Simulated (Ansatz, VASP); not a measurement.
**Ga: VASP beside Ansatz**

```xyz
2
Lattice="2.9618 0.0000 0.0000 -1.4809 2.5650 0.0000 0.0000 0.0000 4.7000" Properties=species:S:1:pos:R:3 pbc="T T T"
Ga    0.0000    1.7100    1.1750
Ga    1.4809    0.8550    3.5250
```

Alike in both runs: functional r2SCAN; k mesh 12 × 12 × 6; occupations gaussian, width 0.1 eV; no spin polarisation.

Ansatz relaxed the structure, and its values are those at the end. VASP's run is a single point on that final structure, the one shown.

```csv
,VASP,Ansatz
version,VASP 6.6.1,Ansatz 0.2.0
potentials or method,"VASP PAW PBE potentials, release 64 (Ga_d), cutoff 520 eV","scalar-relativistic, plane waves, PAW"
valence electrons in the cell,26,26
```

```tsv
	VASP	Ansatz	Ansatz less VASP
gap on the k mesh at the Fermi level (eV)	none	none	-
pressure (GPa)	0.2	0.2	-0.08
```

VASP's potentials were made for PBE, not for r2SCAN. A gap of «none» marks a metal or a gap that the smearing closes.
